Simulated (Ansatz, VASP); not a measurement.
## Two plane-wave programs on ScAl

```xyz
2
Lattice="3.1669 0.0000 0.0000 0.0000 3.1669 0.0000 0.0000 0.0000 3.1669" Properties=species:S:1:pos:R:3 pbc="T T T"
Sc    1.5835    1.5835    1.5835
Al    0.0000    0.0000    0.0000
```

Change from the starting cell: equal strain along all axes, cell held, atoms relaxed: -6.0 %.

Alike in both runs: task single point; functional r2SCAN; k mesh 16 × 16 × 16; occupations gaussian, width 0.1 eV; no spin polarisation.

|  | VASP | Ansatz |
| --- | --- | --- |
| version | VASP 6.6.1 | Ansatz 0.2.0 |
| potentials or method | VASP PAW PBE potentials, release 64 (Sc_sv, Al), cutoff 520 eV | scalar-relativistic, plane waves, PAW |
| valence electrons in the cell | 14 | 14 |

Ansatz gave:

- gap on the k mesh at the Fermi level (eV): none
- pressure (GPa): 21.9

Q: Which values does VASP return?

A: gap on the k mesh at the Fermi level (eV): none; pressure (GPa): 22.2.

VASP's potentials were made for PBE, not for r2SCAN. A gap of «none» marks a metal or a gap that the smearing closes. The functional is the same, so the differences come from potentials, cutoffs and numerics.
